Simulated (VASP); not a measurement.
Input of a VASP 6.6.1 run:

The input INCAR:

```
SYSTEM = Ge
PREC     = Accurate       ! precision mode
ENCUT    = 520            ! plane-wave cutoff, eV
EDIFF    = 1E-7           ! SCF threshold, eV
ISMEAR   = 0              ! smearing method
SIGMA    = 0.15           ! smearing width, eV
LREAL    = .FALSE.        ! projectors in reciprocal space
LASPH    = .TRUE.         ! aspherical terms in the spheres
NELM     = 80             ! most SCF steps
ALGO     = Normal         ! electronic algorithm
ISIF     = 2              ! what is computed and relaxed
LWAVE    = .FALSE.        ! write WAVECAR
LCHARG   = .FALSE.        ! write CHGCAR
GGA      = CA             ! functional
NBANDS   = 21             ! bands
```

File KPOINTS:

```
Automatic mesh
0
G
  14 14 14
  0 0 0
```

Contents of POSCAR:

```
Ge
1.0
    0.0000000000      2.7450823156      2.9419727228
    2.7450823156      0.0000000000      2.9419727228
    2.7450823156      2.7450823156      0.0000000000
Ge
2
Direct
    0.5000000000      0.5000000000      0.5000000000
    0.7500000000      0.7500000000      0.7500000000
```

Potentials or basis: VASP PAW LDA potentials, release 64 (Ge_d).

Run with:

```sh
$ cat potpaw_LDA.64/Ge_d/POTCAR > POTCAR
$ mpirun -np 1 vasp_std > vasp.out
```

(1) Estimate the band gap on the k mesh.

(2) What does it give for the pressure?

Results:

(1) zero (bands 14 and 15 overlap by 0.16 eV).

(2) 0.4 GPa.

Caveat: the cell differs from its parent crystal (the cell strained); semilocal functionals underestimate gaps, so a narrow gap can read as zero.
